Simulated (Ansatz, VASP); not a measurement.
One calculation of Cu, two programs

The input INCAR:

```
  PREC = Accurate
  ENCUT = 520
  EDIFF = 1E-6
  ISMEAR = -1
  SIGMA = 0.05
  LREAL = False
  LASPH = True
  NELM = 60
  ALGO = Normal
  ISIF = 2
  LWAVE = False
  LCHARG = False
  GGA = PS
  NBANDS = 18
```

Contents of KPOINTS:

```
regular mesh
0
Gamma
  11 11 11
```

File POSCAR:

```
Cu
1.0
    1.2019959458     -3.9226365845      0.0000000000
    1.2019959458      3.9226365845      0.0000000000
    0.0000000000      0.0000000000      2.4420387800
Cu
2
Direct
    0.8661333500      0.1338666500      0.7500000000
    0.1338666500      0.8661333500      0.2500000000
```

The input input.yaml:

```yaml
crystal:
  lattice:
    - [1.2019959458, -3.9226365845, 0.0]
    - [1.2019959458, 3.9226365845, 0.0]
    - [0.0, 0.0, 2.44203878]
  atoms:
    - { symbol: Cu, position: [0.86613335, 0.13386665, 0.75] }
    - { symbol: Cu, position: [0.13386665, 0.86613335, 0.25] }
hamiltonian:
  xc: pbesol
  pseudopotentials: { kind: paw, source: jth, xc_functional: pbe }
kpoints:
  mp_grid: { grid: [11, 11, 11] }
scf:
  occupations: { method: fermi_dirac, width: 0.05 }
output:
  forces: true
  stress: true
  eigenvalues: true
```

Alike in both runs: task single point; functional PBEsol; k mesh 11 × 11 × 11; occupations fermi-dirac, width 0.05 eV; no spin polarisation.

|  | VASP | Ansatz |
| --- | --- | --- |
| version | VASP 6.6.1 | Ansatz 0.2.0 |
| potentials or method | VASP PAW PBE potentials, release 64 (Cu) | JTH PAW |
| plane-wave cutoff (eV) | 520 | 1350 |
| valence electrons in the cell | 22 | 38 |

|  | VASP | Ansatz | Ansatz less VASP |
| --- | --- | --- | --- |
| gap on the k mesh at the Fermi level (eV) | none | none | - |
| pressure (GPa) | 5.7 | 5.0 | -0.70 |
| traceless stress, the component that is largest in VASP (GPa) | 0.67 | 0.66 | -0.019 |
| rms of the force components (eV/Å) | 0.032 | 0.029 | -0.0031 |

VASP's potentials were made for PBE, not for PBEsol. Atom by atom the forces differ by 0.003 eV/Å (rms over components). A gap of «none» marks a metal or a gap that the smearing closes. VASP's potentials hold 22 valence electrons a cell and Ansatz's 38, so a difference there can come from the potentials and not from the codes.
